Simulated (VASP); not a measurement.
Here is a VASP 6.6.1 calculation.

The input INCAR:

```
SYSTEM = AlN
PREC = Accurate ; ENCUT = 520
EDIFF = 1E-6 ; ISMEAR = 0
SIGMA = 0.05 ; LREAL = .FALSE.
LASPH = .TRUE. ; NELM = 100
ALGO = Normal ; ISIF = 2
LWAVE = .FALSE. ; LCHARG = .FALSE.
GGA = PS ; NBANDS = 26
```

File KPOINTS:

```
regular mesh
0
G
  8 8 3
  0 0 0
```

The input POSCAR:

```
AlN
1.0
   -3.1135599822      0.0000000000      0.0000000000
   -1.5567799911     -2.6964220408      0.0000000000
   -0.2594633319     -0.4494036735     10.6667009506
Al N
4 4
Direct
    0.3333333333      0.1924754825      0.8451471048
    0.3333333333      0.2703400834      0.3779594994
    0.6666666667      0.6426057172      0.1443656966
    0.6666666667      0.5647411163      0.6115533021
    0.3333333333      0.3184619823      0.0892281061
    0.3333333333      0.2405973814      0.5564157116
    0.6666666667      0.6128630152      0.3228219088
    0.6666666667      0.5349984143      0.7900095143
```

Potentials or basis: VASP PAW PBE potentials, release 64 (Al, N).

Run with:

```bash
$ cat potpaw_PBE.64/Al/POTCAR potpaw_PBE.64/N/POTCAR > POTCAR
$ mpirun -np 1 vasp_std > vasp.out
```

Predict the band gap on the k mesh.

1.93 eV, direct.

What does it give for the largest force?

1.690 eV/Å.

What does it give for the pressure?

-4.5 GPa.

Forces in eV/Å, atoms in the order of the input:
```
Al  -0.205 -0.399  1.629
Al   0.004  0.007 -0.796
Al  -0.015  0.018 -1.489
Al  -0.012 -0.008 -0.790
N    0.277  0.388 -0.966
N   -0.001  0.002  0.756
N    0.018  0.021  0.827
N   -0.065 -0.030  0.829
```

Caveat: the PAW data sets were made with another functional, which shifts forces and pressure a little. A hybrid or GW would open this gap; PBEsol tends to underestimate it.
